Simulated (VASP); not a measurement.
# Os (P6_3/mmc) in VASP: a series of runs

Aim: see how the results for Os move with the level of theory and the settings. Levels: PBE, PBE+D3(BJ). Tasks: single point.

Program: VASP 6.6.1. These are calculated values, not measurements. Logs are shortened: lines on timing, memory, paths and dates and some standing lists are left out, and cuts for length are marked.

**1. The cell of the first run**

Symmetry: P6_3/mmc, No. 194, hexagonal system. Conventional cell: a = 2.746 Å, b = 2.746 Å, c = 4.326 Å, α = 90.00°, β = 90.00°, γ = 120.00°. Within 3.5 Å of Os (site symmetry -6m2) lie 12 Os at 2.68 to 2.75 Å.

**2. Single point, PBE**

File INCAR:

```
SYSTEM = Os
PREC = Accurate
ENCUT = 600
EDIFF = 1E-6
ISMEAR = -1
SIGMA = 0.008617333262145177
LREAL = .False.
LASPH = .True.
NELM = 120
ALGO = Normal
ISIF = 2
LWAVE = .False.
LCHARG = .False.
GGA = PE
NBANDS = 15
GGA_COMPAT = .False.
```

File KPOINTS:

```
Automatic mesh
0
Gamma
  4 4 2
  0 0 0
```

File POSCAR:

```
Os
1.0
    2.7461342319      0.0000000000      0.0000000000
   -1.3730671160      2.3782220070      0.0000000000
    0.0000000000      0.0000000000      4.3263142200
Os
2
Direct
    0.3333333333      0.6666666667      0.2500000000
    0.6666666667      0.3333333333      0.7500000000
```

Potentials or basis: VASP PAW PBE potentials, release 64 (Os).

Run with:

```bash
> cat potpaw_PBE.64/Os/POTCAR > POTCAR
> mpirun -np 1 vasp_std > vasp.out
```

OUTCAR:

```text
SYSTEM = Os
   PREC = Accurate
   ENCUT = 600
   EDIFF = 1E-6
   ISMEAR = -1
   LREAL = .False.
   LASPH = .True.
   NELM = 120
   ISIF = 2
   GGA = PE

 ion  position               nearest neighbor table
   1  0.333  0.667  0.250-   2 2.68   2 2.68   2 2.68   2 2.68   2 2.68   2 2.68
   2  0.667  0.333  0.750-   1 2.68   1 2.68   1 2.68   1 2.68   1 2.68   1 2.68

  LATTYP: Found a hexagonal cell.
 ALAT       =     2.7461342319
 C/A-ratio  =     1.5754197918

  Lattice vectors:

 A1 = (   2.7461342319,   0.0000000000,   0.0000000000)
 A2 = (  -1.3730671160,   2.3782220070,   0.0000000000)
 A3 = (   0.0000000000,   0.0000000000,   4.3263142200)

Analysis of symmetry for initial positions (statically):
=====================================================================
 Subroutine PRICEL returns:
 Original cell was already a primitive cell.

 Routine SETGRP: Setting up the symmetry group for a
 hexagonal supercell.

 Subroutine GETGRP returns: Found 24 space group operations
 (whereof 12 operations were pure point group operations)
 out of a pool of 24 trial point group operations.

The static configuration has the point symmetry D_3d.
 The point group associated with its full space group is D_6h.

Analysis of symmetry for dynamics (positions and initial velocities):
=====================================================================
 Subroutine PRICEL returns:
 Original cell was already a primitive cell.

 Routine SETGRP: Setting up the symmetry group for a
 hexagonal supercell.

 Subroutine GETGRP returns: Found 24 space group operations
 (whereof 12 operations were pure point group operations)
 out of a pool of 24 trial point group operations.

The dynamic configuration has the point symmetry D_3d.
 The point group associated with its full space group is D_6h.

 Subroutine INISYM returns: Found 24 space group operations
 (whereof 12 operations are pure point group operations),
 and found     1 'primitive' translations

----------------------------------------------------------------------------------------

                                     Primitive cell

  volume of cell :      28.2548

  direct lattice vectors                    reciprocal lattice vectors
     2.746134232  0.000000000  0.000000000     0.364148259  0.210241095  0.000000000
    -1.373067116  2.378222007  0.000000000     0.000000000  0.420482191  0.000000000
     0.000000000  0.000000000  4.326314220     0.000000000  0.000000000  0.231143636

  length of vectors
     2.746134232  2.746134232  4.326314220     0.420482191  0.420482191  0.231143636

[... 73 lines left out ...]
   PSTRESS=    0.0 pullay stress
   NELECT =      16.0000    total number of electrons
   NUPDOWN=      -1.0000    fix difference up-down
   EMIN   =  10.00;   EMAX   =-10.00  energy-range for DOS
   EFERMI =   0.00;   METHOD = LEGACY
   ISMEAR =    -1;   SIGMA  =   0.01  broadening in eV -4-tet -1-fermi 0-gaus
   EFERMI_NEDOS =   21; number of points for ismear=-14 and -15
   IALGO  =     38    algorithm
   IMIX   =      4    mixing-type and parameters
     AMIX     =   0.40;   BMIX     =  1.00
     AMIX_MAG =   1.60;   BMIX_MAG =  1.00
  volume/ion in A,a.u.               =      14.13        95.34
  Fermi-wavevector in a.u.,A,eV,Ry     =   1.354412  2.559467 24.958956  1.834432
  Thomas-Fermi vector in A             =   2.481586
   LORBIT       =      0    0 simple, 1 ext, 2 COOP (PROOUT), +10 PAW based schemes
   GGA     = PE    functional components
   LHFCALC =     F    Hartree Fock is set to
   AEXX    =    0.0000 exact exchange contribution
   IVDW    =     0    specifies the selected vdW correction
   LEPSILON=     F    determine dielectric tensor
   LRPA    =     F    only Hartree local field effects (RPA)
 non-spin polarized calculation
  energy-cutoff  :      600.00
  volume of cell :       28.25
 maximum number of plane-waves:       965
 NGX is ok and might be reduce to    24
   NGX = 11   NGY = 11   NGZ = 17

 number of electron      16.0000001 magnetization

 Free energy of the ion-electron system (eV)
  ---------------------------------------------------
  ext. energy  EPLUGINS =         0.00000000
  ---------------------------------------------------
  free energy    TOTEN  =       -22.73073980 eV

  energy without entropy =      -22.72786978  energy(sigma->0) =      -22.72930479

 E-fermi :   9.1492     XC(G=0): -13.9840

 val. band max:        9.1250420322   @ k =   0.2500   0.0000   0.0000
 cond. band min:       9.1530281620   @ k =   0.5000   0.0000   0.5000
 fundamental gap:      0.0279861299
 Fermi energy:         9.1491923850

 k-point     1 :       0.0000    0.0000    0.0000
  band No.  band energies     occupation
      1      -1.5440      2.00000
      2       1.6577      2.00000
      3       6.3924      2.00000
      4       6.3924      2.00000
      5       6.6023      2.00000
      6       7.2373      2.00000
      7       7.2373      2.00000
      8       7.7642      2.00000
      9       7.7642      2.00000
     10       9.3336      0.00000
     11      11.0081      0.00000
     12      11.0081      0.00000
     13      18.3147      0.00000
     14      23.3627      0.00000
[... 113 lines left out ...]
      2       2.9640      2.00000
      3       4.9256      2.00000
      4       4.9256      2.00000
      5       5.8913      2.00000
      6       5.8913      2.00000
      7       7.7047      2.00000
      8       7.7047      2.00000
      9      11.5889      0.00000
     10      11.5889      0.00000
     11      14.1817      0.00000
     12      14.1817      0.00000
     13      20.4307      0.00000
     14      20.4307      0.00000
     15      23.2456      0.00000

------------------------ aborting loop because EDIFF is reached ----------------------------------------

  FORCE on cell =-STRESS in cart. coord.  units (eV):
  Direction    XX          YY          ZZ          XY          YZ          ZX
  --------------------------------------------------------------------------------------
  -------------------------------------------------------------------------------------
  Total        0.9323024      0.9323024     -1.1448530     -0.0000000      0.0000000      0.0000000
  in kB       52.8658425     52.8658425    -64.9184408     -0.0000000      0.0000000      0.0000000
  external PRESSURE =      13.6044147 kB  Pullay stress =       0.0000000 kB

 VOLUME and BASIS-vectors are now :
 -----------------------------------------------------------------------------
  energy-cutoff  :      600.00
  volume of cell :       28.25
      direct lattice vectors                 reciprocal lattice vectors
     2.746134232  0.000000000  0.000000000     0.364148259  0.210241095  0.000000000
    -1.373067116  2.378222007  0.000000000     0.000000000  0.420482191  0.000000000
     0.000000000  0.000000000  4.326314220     0.000000000  0.000000000  0.231143636

 POSITION                                       TOTAL-FORCE (eV/Angst)
 -----------------------------------------------------------------------------------
     -0.00000      1.58548      1.08158         0.000000     -0.000000      0.000000
      1.37307      0.79274      3.24474        -0.000000      0.000000      0.000000
 -----------------------------------------------------------------------------------
    total drift:                               -0.000000      0.000000     -0.000000

  FREE ENERGIE OF THE ION-ELECTRON SYSTEM (eV)
  ---------------------------------------------------
  free  energy   TOTEN  =       -22.7307398001 eV

  energy  without entropy=      -22.7278697817  energy(sigma->0) =      -22.72930479
```

Run time: 6.6 s. Hardware: 1 thread of Intel Xeon Platinum 8259CL at 2.50GHz (Skylake/Cascade Lake), shared host; peak memory 0.15 GiB.

What came out:

```yaml
Free_energy: -22.7307 eV
Pressure: 1.4 GPa
Band_gap_on_the_k_mesh: zero (bands 8 and 9 overlap by 3.65 eV)
```

Stress tensor (GPa, compression positive):
```
 5.29  0.00  0.00
 0.00  5.29  0.00
 0.00  0.00 -6.49
```

Caveat: the k points lie up to 0.73 Å⁻¹ apart, too coarse for converged energies and pressures of a metal; spin-orbit coupling is left out, which moves the levels of the heavy elements.

**3. Single point, PBE**

File INCAR:

```
SYSTEM = Os
PREC = Accurate
ENCUT = 600
EDIFF = 1E-6
ISMEAR = -4
SIGMA = 0.1
LREAL = .FALSE.
LASPH = .TRUE.
NELM = 120
ALGO = Normal
ISIF = 2
LWAVE = .FALSE.
LCHARG = .FALSE.
GGA = PE
NBANDS = 15
GGA_COMPAT = .FALSE.
```

File KPOINTS:

```
regular mesh
0
G
  6 6 3
  0 0 0
```

POSCAR is that of step 2.

Potentials or basis: VASP PAW PBE potentials, release 64 (Os).

Run with:

```bash
> cat potpaw_PBE.64/Os/POTCAR > POTCAR
> mpirun -np 1 vasp_std > vasp.out
```

It took 7.3 s on 1 thread of Intel Xeon Platinum 8259CL at 2.50GHz (Skylake/Cascade Lake), shared host; peak memory 0.15 GiB.

The run converged. Its results:

| Quantity | Value |
| --- | --- |
| Free energy | -22.0710 eV |
| Pressure | 8.1 GPa |
| Band gap on the k mesh | zero (bands 8 and 9 overlap by 3.53 eV) |

Stress tensor (GPa, compression positive):
```
8.26 0.00 0.00
0.00 8.26 0.00
0.00 0.00 7.93
```

Levels at points of the mesh, in eV from the Fermi level:
```
           k point  band 6  band 7  band 8  band 9  band 10  band 11
(0.00, 0.00, 0.00)   -2.24   -2.24   -1.60   -1.60     0.00     1.63
(0.50, 0.00, 0.00)   -2.56   -1.88    1.93    2.49     2.66     4.30
```

Caveat: the k points lie up to 0.48 Å⁻¹ apart, too coarse for converged energies and pressures of a metal; spin-orbit coupling is left out, which moves the levels of the heavy elements.

**4. Single point, PBE**

File INCAR:

```
  PREC = Accurate
  ENCUT = 600
  EDIFF = 1E-6
  ISMEAR = 0
  SIGMA = 0.1
  LREAL = False
  LASPH = True
  NELM = 120
  ALGO = Normal
  ISIF = 2
  LWAVE = False
  LCHARG = True
  GGA = PE
  LELF = True
  LVHAR = True
  NBANDS = 15
  ISYM = 0
  GGA_COMPAT = False
```

File KPOINTS:

```
regular mesh
0
Gamma
  2 3 5
```

POSCAR is that of step 3.

Potentials or basis: VASP PAW PBE potentials, release 64 (Os).

Run with:

```bash
> cat potpaw_PBE.64/Os/POTCAR > POTCAR
> mpirun -np 1 vasp_std > vasp.out
```

OUTCAR:

```text
PREC = Accurate
   ENCUT = 600
   EDIFF = 1E-6
   ISMEAR = 0
   LREAL = False
   LASPH = True
   NELM = 120
   ISIF = 2
   GGA = PE
   ISYM = 0

 ion  position               nearest neighbor table
   1  0.333  0.667  0.250-   2 2.68   2 2.68   2 2.68   2 2.68   2 2.68   2 2.68
   2  0.667  0.333  0.750-   1 2.68   1 2.68   1 2.68   1 2.68   1 2.68   1 2.68

IMPORTANT INFORMATION: All symmetrisations will be switched off!
NOSYMM: (Re-)initialisation of all symmetry stuff for point group C_1.

----------------------------------------------------------------------------------------

                                     Primitive cell

  volume of cell :      28.2548

  direct lattice vectors                    reciprocal lattice vectors
     2.746134232  0.000000000  0.000000000     0.364148259  0.210241095  0.000000000
    -1.373067116  2.378222007  0.000000000     0.000000000  0.420482191  0.000000000
     0.000000000  0.000000000  4.326314220     0.000000000  0.000000000  0.231143636

  length of vectors
     2.746134232  2.746134232  4.326314220     0.420482191  0.420482191  0.231143636

  position of ions in fractional coordinates (direct lattice)
     0.333333333  0.666666667  0.250000000
     0.666666667  0.333333333  0.750000000

  ion indices of the primitive-cell ions
[... 155 lines left out ...]
     10       9.4452      2.00000
     11      10.9782      0.00000
     12      11.1282      0.00000
     13      18.3724      0.00000
     14      23.2765      0.00000
[... 257 lines left out ...]
      2       3.0264      2.00000
      3       4.1517      2.00000
      4       5.0285      2.00000
      5       5.8978      2.00000
      6       6.9558      2.00000
      7       7.9490      2.00000
      8       8.6962      2.00000
      9      10.9184      0.00000
     10      11.8247      0.00000
     11      13.3887      0.00000
     12      14.4450      0.00000
     13      18.9447      0.00000
     14      20.3429      0.00000
     15      23.0880      0.00000

------------------------ aborting loop because EDIFF is reached ----------------------------------------

  FORCE on cell =-STRESS in cart. coord.  units (eV):
  Direction    XX          YY          ZZ          XY          YZ          ZX
  --------------------------------------------------------------------------------------
  -------------------------------------------------------------------------------------
  Total        0.6215257      5.2482491      0.9237004     -1.8609445     -0.0000006     -0.0000001
  in kB       35.2433714    297.5999207     52.3780709   -105.5241318     -0.0000326     -0.0000074
  external PRESSURE =     128.4071210 kB  Pullay stress =       0.0000000 kB

 VOLUME and BASIS-vectors are now :
 -----------------------------------------------------------------------------
  energy-cutoff  :      600.00
  volume of cell :       28.25
      direct lattice vectors                 reciprocal lattice vectors
     2.746134232  0.000000000  0.000000000     0.364148259  0.210241095  0.000000000
    -1.373067116  2.378222007  0.000000000     0.000000000  0.420482191  0.000000000
     0.000000000  0.000000000  4.326314220     0.000000000  0.000000000  0.231143636

 POSITION                                       TOTAL-FORCE (eV/Angst)
 -----------------------------------------------------------------------------------
     -0.00000      1.58548      1.08158         0.378261      1.114217      0.000000
      1.37307      0.79274      3.24474        -0.378261     -1.114217     -0.000000
 -----------------------------------------------------------------------------------
    total drift:                               -0.000010      0.000000      0.000000

  FREE ENERGIE OF THE ION-ELECTRON SYSTEM (eV)
  ---------------------------------------------------
  free  energy   TOTEN  =       -21.4087466097 eV

  energy  without entropy=      -21.3995839052  energy(sigma->0) =      -21.40416526
```

OSZICAR:

```text
N       E                     dE             d eps       ncg     rms          rms(c)
DAV:   1     0.115291060689E+03    0.11529E+03   -0.81261E+03   480   0.116E+03
DAV:   2    -0.170914677053E+02   -0.13238E+03   -0.11697E+03   480   0.340E+02
DAV:   3    -0.228905891768E+02   -0.57991E+01   -0.55055E+01   648   0.622E+01
DAV:   4    -0.229499743262E+02   -0.59385E-01   -0.59190E-01   529   0.669E+00
DAV:   5    -0.229502826778E+02   -0.30835E-03   -0.30835E-03   648   0.442E-01    0.249E+01
DAV:   6    -0.217658300981E+02    0.11845E+01   -0.93791E-01   620   0.830E+00    0.116E+01
DAV:   7    -0.214208437792E+02    0.34499E+00   -0.72576E-01   599   0.719E+00    0.981E-01
DAV:   8    -0.214180369307E+02    0.28068E-02   -0.66064E-03   480   0.619E-01    0.921E-01
DAV:   9    -0.214094071075E+02    0.86298E-02   -0.93159E-03   571   0.894E-01    0.255E-01
DAV:  10    -0.214091805162E+02    0.22659E-03   -0.15531E-03   704   0.407E-01    0.216E-01
DAV:  11    -0.214088030745E+02    0.37744E-03   -0.64935E-04   707   0.277E-01    0.726E-02
DAV:  12    -0.214087579101E+02    0.45164E-04   -0.13603E-04   522   0.110E-01    0.271E-02
DAV:  13    -0.214087511102E+02    0.68000E-05   -0.51888E-06   627   0.234E-02    0.134E-02
DAV:  14    -0.214087480527E+02    0.30575E-05   -0.62355E-07   296   0.700E-03    0.647E-03
DAV:  15    -0.214087467458E+02    0.13069E-05   -0.17087E-07   282   0.363E-03    0.194E-03
DAV:  16    -0.214087466097E+02    0.13608E-06   -0.43293E-08   268   0.228E-03
   1 F= -.21408747E+02 E0= -.21404165E+02  d E =-.916270E-02
```

Run time: 9.7 s. Hardware: 1 thread of Intel Xeon Platinum 8259CL at 2.50GHz (Skylake/Cascade Lake), shared host; peak memory 0.15 GiB.

What came out:

| Quantity | Value |
| --- | --- |
| Free energy | -21.4087 eV |
| Pressure | 12.8 GPa |
| Largest force | 1.177 eV/Å |
| Band gap on the k mesh | zero (bands 8 and 9 overlap by 3.31 eV) |

Forces in eV/Å, atoms in the order of the input:
```
Os   0.378  1.114  0.000
Os  -0.378 -1.114  0.000
```

Caveat: the k points lie up to 1.16 Å⁻¹ apart, too coarse for converged energies and pressures of a metal; spin-orbit coupling is left out, which moves the levels of the heavy elements; forces of over 1 eV/Å act on the atoms, so gaps and moduli don't describe the material at rest.

**5. Single point, PBE**

File INCAR:

```
PREC = Accurate
ENCUT = 600
EDIFF = 1E-6
ISMEAR = 0
SIGMA = 0.1
LREAL = F
LASPH = T
NELM = 120
ALGO = Normal
ISIF = 2
LWAVE = F
LCHARG = F
GGA = PE
NBANDS = 15
GGA_COMPAT = F
```

File KPOINTS:

```
regular mesh
0
Gamma
  6 6 4
```

POSCAR is that of step 4.

Run with:

```bash
> cat potpaw_PBE.64/Os/POTCAR > POTCAR
> mpirun -np 1 vasp_std > vasp.out
```

Run time: 8.1 s. Hardware: 1 thread of Intel Xeon Platinum 8259CL at 2.50GHz (Skylake/Cascade Lake), shared host; peak memory 0.15 GiB.

The run converged. Its results:

```
Free energy            : -22.4243 eV
Pressure               : 5.1 GPa
Band gap on the k mesh : zero (bands 8 and 9 overlap by 3.54 eV)
```

Stress tensor (GPa, compression positive):
```
6.78 0.00 0.00
0.00 6.78 0.00
0.00 0.00 1.72
```

Levels at points of the mesh, in eV from the Fermi level:
| k point | band 5 | band 6 | band 7 | band 8 | band 9 | band 10 | band 11 | band 12 |
| --- | --- | --- | --- | --- | --- | --- | --- | --- |
| (0.00, 0.00, 0.00) | -3.07 | -2.52 | -2.52 | -1.91 | -1.91 | -0.27 | 1.32 | 1.32 |
| (0.50, 0.00, 0.00) | -3.23 | -2.86 | -2.18 | 1.63 | 2.19 | 2.34 | 4.00 | 5.28 |
| (0.00, 0.00, 0.50) | -3.56 | -3.56 | -3.56 | -3.56 | 0.54 | 0.54 | 0.54 | 0.54 |
| (0.50, 0.00, 0.50) | -1.54 | -1.54 | -0.50 | -0.50 | 1.97 | 1.97 | 2.92 | 2.92 |

Caveat: the k points lie up to 0.44 Å⁻¹ apart, too coarse for converged energies and pressures of a metal; spin-orbit coupling is left out, which moves the levels of the heavy elements.

**6. Single point, PBE+D3(BJ)**

Changes to INCAR since step 5:

```diff
@@ -3,4 +3,4 @@
 EDIFF = 1E-6
-ISMEAR = 0
-SIGMA = 0.1
+ISMEAR = 1
+SIGMA = 0.03
 LREAL = F
@@ -13,2 +13,3 @@
 GGA = PE
+IVDW = 12
 NBANDS = 15
```

KPOINTS is that of step 5.

POSCAR is that of step 5.

Potentials or basis: VASP PAW PBE potentials, release 64 (Os).

Run with:

```bash
> cat potpaw_PBE.64/Os/POTCAR > POTCAR
> mpirun -np 1 vasp_std > vasp.out
```

It took 9.3 s on 1 thread of Intel Xeon Platinum 8259CL at 2.50GHz (Skylake/Cascade Lake), shared host; peak memory 0.16 GiB.

The run converged. Its results:

- Free energy: -23.7118 eV
- Pressure: -2.5 GPa
- Band gap on the k mesh: zero (bands 8 and 9 overlap by 3.55 eV)
- Dispersion energy per atom: -0.648 eV

Stress tensor (GPa, compression positive):
```
-0.13  0.00  0.00
 0.00 -0.13  0.00
 0.00  0.00 -7.26
```

Levels at points of the mesh, in eV from the Fermi level:
```csv
k point,band 5,band 6,band 7,band 8,band 9,band 10,band 11,band 12
"(0.00, 0.00, 0.00)",-3.11,-2.55,-2.55,-1.95,-1.95,-0.31,1.28,1.28
"(0.50, 0.00, 0.00)",-3.27,-2.90,-2.22,1.60,2.16,2.30,3.96,5.25
"(0.00, 0.00, 0.50)",-3.59,-3.59,-3.59,-3.59,0.50,0.50,0.50,0.50
"(0.50, 0.00, 0.50)",-1.58,-1.58,-0.53,-0.53,1.94,1.94,2.88,2.88
```

Caveat: the k points lie up to 0.44 Å⁻¹ apart, too coarse for converged energies and pressures of a metal; spin-orbit coupling is left out, which moves the levels of the heavy elements.

**7. Overview**

| level | k mesh | smearing | gap on the mesh (eV) | pressure (GPa) |
| --- | --- | --- | --- | --- |
| PBE | 4 × 4 × 2 | fermi-dirac 0.00861733 eV | none | 1.4 |
| PBE | 6 × 6 × 3 | tetrahedron | none | 8.1 |
| PBE | 2 × 3 × 5 | gaussian 0.1 eV | none | 12.8 |
| PBE | 6 × 6 × 4 | gaussian 0.1 eV | none | 5.1 |
| PBE+D3(BJ) | 6 × 6 × 4 | methfessel-paxton 0.03 eV | none | -2.5 |

Alike in all rows: task single point; potentials or basis VASP PAW PBE potentials, release 64 (Os); no spin polarisation; cell as given; cutoff (eV) 600.

Caveats: all runs use coarse meshes; spin-orbit coupling is left out, which moves the levels of the heavy elements; forces of over 1 eV/Å act on the atoms, so gaps and moduli don't describe the material at rest (at least some runs).

Absolute energies hang on the potentials; compare differences alone.
